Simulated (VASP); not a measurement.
The system is Cu.

```xyz
1
Lattice="-1.4275 1.4275 1.3411 1.4275 -1.4275 1.3411 1.4275 1.4275 -1.3411" Properties=species:S:1:pos:R:3 pbc="T T T"
Cu    0.0000    0.0000    0.0000
```

Base run:

```yaml
Program: VASP 6.6.1
Functional: LDA
Potentials_or_basis: VASP PAW LDA potentials, release 64 (Cu)
Cutoff: 520 eV
k_mesh: 20 × 20 × 20
Occupations: gaussian, width 0.1 eV
Spin: no spin polarisation
```

Its results: pressure 1.4 GPa.

Question: The run is repeated on the same cell with these changes: potentials or basis from VASP PAW LDA potentials, release 64 (Cu) to VASP PAW LDA potentials, release 64 (Cu_sv_GW); cutoff from 520 eV to 700 eV; further incar settings from ALGO = Fast; EDIFF = 1e-06; NBANDS = 12 to ALGO = Normal; EDIFF = 1e-06; NBANDS = 16; valence electrons from 11 to 19. What comes out?

Answer: Pressure -4.4 GPa.
